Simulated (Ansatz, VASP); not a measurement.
# TaAl5B: VASP beside Ansatz

```
Ta Al B
1.0
     3.86844    0.00000    0.00000
     0.00000    3.86844    0.00000
     0.00000    0.00000    7.02173
Ta Al B
1 5 1
Direct
  0.00000 0.00000 0.00000
  0.50000 0.50000 0.00000
  0.00000 0.50000 0.30214
  0.50000 0.00000 0.30214
  0.00000 0.50000 0.69786
  0.50000 0.00000 0.69786
  0.00000 0.00000 0.50000
```

Change from the starting cell: species swapped into the NdIn5Rh type (P4/mmm, No. 123).

Alike in both runs: functional PBE; k mesh 4 × 4 × 3; occupations gaussian, width 0.2 eV; no spin polarisation.

Ansatz relaxed the structure, and its values are those at the end. VASP's run is a single point on that final structure, the one shown.

|  | VASP | Ansatz |
| --- | --- | --- |
| version | VASP 6.6.1 | Ansatz 0.2.0 |
| potentials or method | VASP PAW PBE potentials, release 64 (Ta_pv, Al, B), cutoff 500 eV | scalar-relativistic, plane waves, PAW |
| valence electrons in the cell | 29 | 31 |

```csv
,VASP,Ansatz,Ansatz less VASP
gap on the k mesh at the Fermi level (eV),none,none,-
pressure (GPa),-0.5,-0.5,+0.01
rms of the force components (eV/Å),0.003,0.005,+0.0022
```

A gap of «none» marks a metal or a gap that the smearing closes. VASP's potentials hold 29 valence electrons a cell and Ansatz's 31, so a difference there can come from the potentials and not from the codes.

The k mesh is coarse, so the values compare programs but aren't converged. Neither program's run includes spin-orbit coupling.
